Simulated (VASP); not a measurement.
# MgRu2O4 (Fd-3m) in VASP: single point with r2SCAN

Aim: the single point of MgRu2O4 with r2SCAN.

Everything below comes from runs of VASP 6.6.1. Logs are shortened: lines on timing, memory, paths and dates and some standing lists are left out, and cuts for length are marked.

**1. The cell of the first run**

Symmetry: Fd-3m, No. 227, cubic system. Conventional cell: a = 8.648 Å, b = 8.648 Å, c = 8.648 Å, α = 90.00°, β = 90.00°, γ = 90.00°. Within 2.8 Å of Ru (site symmetry -3m) lie 6 O at 2.12 Å. Within 2.6 Å of O (site symmetry 3m) lie 1 Mg at 1.95 Å and 3 Ru at 2.12 Å. Within 2.6 Å of Mg (site symmetry -43m) lie 4 O at 1.95 Å.

**2. Single point, r2SCAN**

Input file POSCAR:

```
MgRu2O4
1.0
    0.0000000000      4.3238493500      4.3238493500
    4.3238493500      0.0000000000      4.3238493500
    4.3238493500      4.3238493500      0.0000000000
Ru O Mg
4 8 2
Direct
    0.6250000000      0.6250000000      0.6250000000
    0.1250000000      0.6250000000      0.6250000000
    0.6250000000      0.6250000000      0.1250000000
    0.6250000000      0.1250000000      0.6250000000
    0.3800000000      0.3800000000      0.3800000000
    0.3900000000      0.8700000000      0.8700000000
    0.3800000000      0.3800000000      0.8600000000
    0.8700000000      0.3900000000      0.8700000000
    0.8600000000      0.3800000000      0.3800000000
    0.8700000000      0.8700000000      0.8700000000
    0.3800000000      0.8600000000      0.3800000000
    0.8700000000      0.8700000000      0.3900000000
    0.0000000000      0.0000000000      0.0000000000
    0.2500000000      0.2500000000      0.2500000000
```

Input file INCAR.step1:

```
SYSTEM = MgRu2O4
PREC = Accurate
ENCUT = 520
ISMEAR = 0
SIGMA = 0.088
LREAL = .False.
LASPH = .True.
NELM = 100
NBANDS = 67
GGA = PE
ALGO = Normal
EDIFF = 1E-4
LWAVE = .True.
LCHARG = .False.
```

Input file INCAR.step2:

```
SYSTEM = MgRu2O4
PREC = Accurate
ENCUT = 520
EDIFF = 1E-6
ISMEAR = 0
SIGMA = 0.088
LREAL = .False.
LASPH = .True.
NELM = 100
ALGO = Normal
ISIF = 2
LWAVE = .False.
LCHARG = .False.
METAGGA = R2SCAN
LMIXTAU = .True.
NBANDS = 67
ISTART = 1
```

Input file KPOINTS:

```
regular mesh
0
Gamma
  7 7 7
  0 0 0
```

Potentials or basis: VASP PAW PBE potentials, release 64 (Ru_pv, O, Mg).

Started as:

```sh
cat potpaw_PBE.64/Ru_pv/POTCAR potpaw_PBE.64/O/POTCAR potpaw_PBE.64/Mg/POTCAR > POTCAR
cp INCAR.step1 INCAR
mpirun -np 1 vasp_std > vasp.out
cp INCAR.step2 INCAR
mpirun -np 1 vasp_std > vasp.out
```

OUTCAR:

```text
SYSTEM = MgRu2O4
   PREC = Accurate
   ENCUT = 520
   EDIFF = 1E-6
   ISMEAR = 0
   LREAL = .False.
   LASPH = .True.
   NELM = 100
   ISIF = 2
   METAGGA = R2SCAN
   ISTART = 1

 ion  position               nearest neighbor table
   1  0.625  0.625  0.625-   7 2.12  12 2.12   8 2.12   9 2.12  11 2.12   6 2.12   2 3.06   3 3.06
                             4 3.06   3 3.06   4 3.06   2 3.06
   2  0.125  0.625  0.625-   5 2.12  10 2.12   8 2.12   7 2.12  11 2.12  12 2.12   1 3.06   3 3.06
                             4 3.06   1 3.06   3 3.06   4 3.06
   3  0.625  0.625  0.125-   5 2.12  10 2.12   8 2.12   9 2.12   6 2.12  11 2.12   1 3.06   1 3.06
                             2 3.06   4 3.06   4 3.06   2 3.06
   4  0.625  0.125  0.625-   5 2.12  10 2.12   7 2.12   9 2.12   6 2.12  12 2.12   1 3.06   3 3.06
                             1 3.06   2 3.06   3 3.06   2 3.06
   5  0.380  0.380  0.380-  14 1.95   3 2.12   4 2.12   2 2.12
   6  0.390  0.870  0.870-  13 1.95   1 2.12   4 2.12   3 2.12
   7  0.380  0.380  0.860-  14 1.95   1 2.12   4 2.12   2 2.12
   8  0.870  0.390  0.870-  13 1.95   1 2.12   3 2.12   2 2.12
   9  0.860  0.380  0.380-  14 1.95   1 2.12   4 2.12   3 2.12
  10  0.870  0.870  0.870-  13 1.95   3 2.12   4 2.12   2 2.12
  11  0.380  0.860  0.380-  14 1.95   1 2.12   3 2.12   2 2.12
  12  0.870  0.870  0.390-  13 1.95   1 2.12   4 2.12   2 2.12
  13  0.000  0.000  0.000-   6 1.95   8 1.95  12 1.95  10 1.95
  14  0.250  0.250  0.250-   7 1.95   9 1.95  11 1.95   5 1.95

  LATTYP: Found a face centered cubic cell.
 ALAT       =     8.6476987000

  Lattice vectors:

 A1 = (   0.0000000000,   4.3238493500,   4.3238493500)
 A2 = (   4.3238493500,   0.0000000000,   4.3238493500)
 A3 = (   4.3238493500,   4.3238493500,   0.0000000000)

Analysis of symmetry for initial positions (statically):
=====================================================================
 Subroutine PRICEL returns:
 Original cell was already a primitive cell.

 Routine SETGRP: Setting up the symmetry group for a
 face centered cubic supercell.

 Subroutine GETGRP returns: Found 48 space group operations
 (whereof 24 operations were pure point group operations)
 out of a pool of 48 trial point group operations.

The static configuration has the point symmetry T_d .
 The point group associated with its full space group is O_h .

Analysis of symmetry for dynamics (positions and initial velocities):
=====================================================================
 Subroutine PRICEL returns:
 Original cell was already a primitive cell.

 Routine SETGRP: Setting up the symmetry group for a
 face centered cubic supercell.

 Subroutine GETGRP returns: Found 48 space group operations
 (whereof 24 operations were pure point group operations)
 out of a pool of 48 trial point group operations.

The dynamic configuration has the point symmetry T_d .
 The point group associated with its full space group is O_h .

 Subroutine INISYM returns: Found 48 space group operations
 (whereof 24 operations are pure point group operations),
 and found     1 'primitive' translations

----------------------------------------------------------------------------------------

                                     Primitive cell

  volume of cell :     161.6745

  direct lattice vectors                    reciprocal lattice vectors
     0.000000000  4.323849350  4.323849350    -0.115637701  0.115637701  0.115637701
     4.323849350  0.000000000  4.323849350     0.115637701 -0.115637701  0.115637701
     4.323849350  4.323849350  0.000000000     0.115637701  0.115637701 -0.115637701

  length of vectors
     6.114846392  6.114846392  6.114846392     0.200290374  0.200290374  0.200290374

  position of ions in fractional coordinates (direct lattice)
     0.625000000  0.625000000  0.625000000
     0.125000000  0.625000000  0.625000000
     0.625000000  0.625000000  0.125000000
     0.625000000  0.125000000  0.625000000
     0.380000000  0.380000000  0.380000000
     0.390000000  0.870000000  0.870000000
     0.380000000  0.380000000  0.860000000
     0.870000000  0.390000000  0.870000000
     0.860000000  0.380000000  0.380000000
     0.870000000  0.870000000  0.870000000
     0.380000000  0.860000000  0.380000000
     0.870000000  0.870000000  0.390000000
     0.000000000  0.000000000  0.000000000
     0.250000000  0.250000000  0.250000000

[... 30 lines left out ...]
     0.016519672  0.016519672 -0.016519672     0.000000000  0.000000000  0.142857143

  Length of vectors
     0.028612911  0.028612911  0.028612911

  Shift w.r.t. Gamma in fractional coordinates (k-lattice)
     0.000000000  0.000000000  0.000000000

 Subroutine IBZKPT returns following result:
 ===========================================

 Found     20 irreducible k-points:

 Following reciprocal coordinates:
            Coordinates               Weight
  0.000000  0.000000  0.000000      1.000000
  0.142857  0.000000  0.000000      8.000000
  0.285714  0.000000  0.000000      8.000000
  0.428571  0.000000  0.000000      8.000000
  0.142857  0.142857  0.000000      6.000000
  0.285714  0.142857  0.000000     24.000000
[... 12 lines left out ...]
 -0.428571  0.428571  0.142857     24.000000
 -0.285714  0.428571  0.142857     24.000000
   k-points           NKPTS =     20   k-points in BZ     NKDIM =     20   number of bands    NBANDS=     67
   number of dos      NEDOS =    301   number of ions     NIONS =     14
   total plane-waves  NPLWV = 110592
   dimension x,y,z NGX =    48 NGY =   48 NGZ =   48
   dimension x,y,z NGXF=    96 NGYF=   96 NGZF=   96
   ions per type =               4   8   2
   NGX,Y,Z   is equivalent  to a cutoff of  13.05, 13.05, 13.05 a.u.
   NGXF,Y,Z  is equivalent  to a cutoff of  26.10, 26.10, 26.10 a.u.
 SYSTEM =  MgRu2O4
   PREC   = accura    normal or accurate (medium, high low for compatibility)
   ISTART =      1    job   : 0-new  1-cont  2-samecut
   ICHARG =      0    charge: 1-file 2-atom 10-const
   ISPIN  =      1    spin polarized calculation?
   LNONCOLLINEAR =      F non collinear calculations
   LSORBIT =      F    spin-orbit coupling
   LASPH  =      T    aspherical Exc in radial PAW
   ENCUT  =  520.0 eV  38.22 Ry    6.18 a.u.  11.37 11.37 11.37*2*pi/ulx,y,z
   NELM   =    100;   NELMIN=  2; NELMDL=  0     # of ELM steps
   EDIFF  = 0.1E-05   stopping-criterion for ELM
   LREAL  =      F    real-space projection
   EDIFFG = 0.1E-04   stopping-criterion for IOM
   NSW    =      0    number of steps for IOM
   IBRION =     -1    ionic relax: 0-MD 1-quasi-New 2-CG
   NFREE  =      0    steps in history (QN), initial steepest desc. (CG)
   ISIF   =      2    stress and relaxation
   ISYM   =      2    0-nonsym 1-usesym 2-fastsym
   POTIM  = 0.5000    time-step for ionic-motion
   TEBEG  =    0.0;   TEEND  =   0.0 temperature during run
   PSTRESS=    0.0 pullay stress
   NELECT =     108.0000    total number of electrons
   NUPDOWN=      -1.0000    fix difference up-down
   EMIN   =  10.00;   EMAX   =-10.00  energy-range for DOS
   EFERMI =   0.00;   METHOD = LEGACY
   ISMEAR =     0;   SIGMA  =   0.09  broadening in eV -4-tet -1-fermi 0-gaus
   EFERMI_NEDOS =   21; number of points for ismear=-14 and -15
   IALGO  =     38    algorithm
   IMIX   =      4    mixing-type and parameters
     AMIX     =   0.40;   BMIX     =  1.00
     AMIX_MAG =   1.60;   BMIX_MAG =  1.00
  volume/ion in A,a.u.               =      11.55        77.93
  Fermi-wavevector in a.u.,A,eV,Ry     =   1.431096  2.704380 27.865230  2.048037
  Thomas-Fermi vector in A             =   2.550870
   LORBIT       =      0    0 simple, 1 ext, 2 COOP (PROOUT), +10 PAW based schemes
   METAGGA = R2SCAN    functional components
   LHFCALC =     F    Hartree Fock is set to
   AEXX    =    0.0000 exact exchange contribution
   IVDW    =     0    specifies the selected vdW correction
   LEPSILON=     F    determine dielectric tensor
   LRPA    =     F    only Hartree local field effects (RPA)
 non-spin polarized calculation
 Gauss-broadening in eV      SIGMA  =   0.09
  energy-cutoff  :      520.00
  volume of cell :      161.67
 maximum number of plane-waves:      4380
 NGX is ok and might be reduce to    48
   NGX = 23   NGY = 23   NGZ = 23

 number of electron     108.0000044 magnetization

 Free energy of the ion-electron system (eV)
  ---------------------------------------------------
  ext. energy  EPLUGINS =         0.00000000
  ---------------------------------------------------
  free energy    TOTEN  =      -177.42903447 eV

  energy without entropy =     -177.31073279  energy(sigma->0) =     -177.36988363

 E-fermi :   6.0632     XC(G=0): -11.9582

 val. band max:        6.0515529325   @ k =  -0.2857   0.2857   0.0000
 cond. band min:       6.0633386284   @ k =   0.4286   0.2857   0.1429
 fundamental gap:      0.0117856959
 Fermi energy:         6.0632340800

 k-point     1 :       0.0000    0.0000    0.0000
  band No.  band energies     occupation
      1     -38.5369      2.00000
      2     -38.3847      2.00000
      3     -38.3847      2.00000
      4     -38.3847      2.00000
      5     -38.3115      2.00000
      6     -38.3115      2.00000
[... 1369 lines left out ...]
     65      12.5466      0.00000
     66      12.8599      0.00000
 [bands above 66 left out]

------------------------ aborting loop because EDIFF is reached ----------------------------------------

  FORCE on cell =-STRESS in cart. coord.  units (eV):
  Direction    XX          YY          ZZ          XY          YZ          ZX
  --------------------------------------------------------------------------------------
  -------------------------------------------------------------------------------------
  Total      -10.5580310    -10.5580310    -10.5580310      0.0000000      0.0000000      0.0000000
  in kB     -104.6289480   -104.6289480   -104.6289480      0.0000000      0.0000000      0.0000000
  external PRESSURE =    -104.6289480 kB  Pullay stress =       0.0000000 kB

 VOLUME and BASIS-vectors are now :
 -----------------------------------------------------------------------------
  energy-cutoff  :      520.00
  volume of cell :      161.67
      direct lattice vectors                 reciprocal lattice vectors
     0.000000000  4.323849350  4.323849350    -0.115637701  0.115637701  0.115637701
     4.323849350  0.000000000  4.323849350     0.115637701 -0.115637701  0.115637701
     4.323849350  4.323849350  0.000000000     0.115637701  0.115637701 -0.115637701

 POSITION                                       TOTAL-FORCE (eV/Angst)
 -----------------------------------------------------------------------------------
      5.40481      5.40481      5.40481         0.000000      0.000000      0.000000
      5.40481      3.24289      3.24289         0.000000      0.000000      0.000000
      3.24289      3.24289      5.40481         0.000000      0.000000      0.000000
      3.24289      5.40481      3.24289         0.000000      0.000000      0.000000
      3.28613      3.28613      3.28613         0.511140      0.511140      0.511140
      7.52350      5.44805      5.44805        -0.511140      0.511140      0.511140
      5.36157      5.36157      3.28613        -0.511140     -0.511140      0.511140
      5.44805      7.52350      5.44805         0.511140     -0.511140      0.511140
      3.28613      5.36157      5.36157         0.511140     -0.511140     -0.511140
      7.52350      7.52350      7.52350        -0.511140     -0.511140     -0.511140
      5.36157      3.28613      5.36157        -0.511140      0.511140     -0.511140
      5.44805      5.44805      7.52350         0.511140      0.511140     -0.511140
      0.00000      0.00000      0.00000         0.000000      0.000000      0.000000
      2.16192      2.16192      2.16192         0.000000      0.000000      0.000000
 -----------------------------------------------------------------------------------
    total drift:                                0.000000     -0.000000      0.000000

  FREE ENERGIE OF THE ION-ELECTRON SYSTEM (eV)
  ---------------------------------------------------
  free  energy   TOTEN  =      -177.4290344731 eV

  energy  without entropy=     -177.3107327907  energy(sigma->0) =     -177.36988363
```

It took 16 min on 1 thread of Intel Xeon Platinum 8259CL at 2.50GHz (Skylake/Cascade Lake), shared host; peak memory 0.47 GiB.

What came out:

* Free energy: -177.4290 eV
* Pressure: -10.5 GPa
* Largest force: 0.885 eV/Å
* Band gap on the k mesh: zero (band 54 reaches 6.22 eV, above the bottom of band 55 at 6.05 eV)

Forces on the atoms (eV/Å):
```
Ru   0.000  0.000  0.000
Ru   0.000  0.000  0.000
Ru   0.000  0.000  0.000
Ru   0.000  0.000  0.000
O    0.511  0.511  0.511
O   -0.511  0.511  0.511
O   -0.511 -0.511  0.511
O    0.511 -0.511  0.511
O    0.511 -0.511 -0.511
O   -0.511 -0.511 -0.511
O   -0.511  0.511 -0.511
O    0.511  0.511 -0.511
Mg   0.000  0.000  0.000
Mg   0.000  0.000  0.000
```

Caveat: the PAW data sets were made with another functional, which shifts forces and pressure a little.
